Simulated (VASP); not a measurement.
Input of a VASP 6.6.1 run:

File INCAR:

```
ALGO = Normal
EDIFF = 1E-6
ENCUT = 520
GGA = PE
ISIF = 2
ISMEAR = 0
LASPH = T
LCHARG = F
LREAL = F
LWAVE = F
NBANDS = 11
NELM = 100
PREC = Accurate
SIGMA = 0.05
```

File KPOINTS:

```
k-points
0
Gamma
  12 12 12
```

Contents of POSCAR:

```
C
1.0
    0.0000000000      1.7815325910      1.5791504886
    1.7815325910      0.0000000000      1.5791504886
    1.7815325910      1.7815325910      0.0000000000
C
2
Direct
    0.5000000000      0.5000000000      0.5000000000
    0.7500000000      0.7500000000      0.7500000000
```

Potentials or basis: VASP PAW PBE potentials, release 64 (C).

Launch:

```sh
$ cat potpaw_PBE.64/C/POTCAR > POTCAR
$ mpirun -np 1 vasp_std > vasp.out
```

**Question.** What does it give for the pressure?

**Answer.** 70.8 GPa.

**Question.** Estimate the band gap on the k mesh.

**Answer.** 1.25 eV, indirect (least direct gap 3.89 eV).

Stress tensor (GPa, compression positive):
```
 33.92   0.00   0.00
  0.00  33.92   0.00
  0.00   0.00 144.59
```

 A k mesh can miss the band edges.
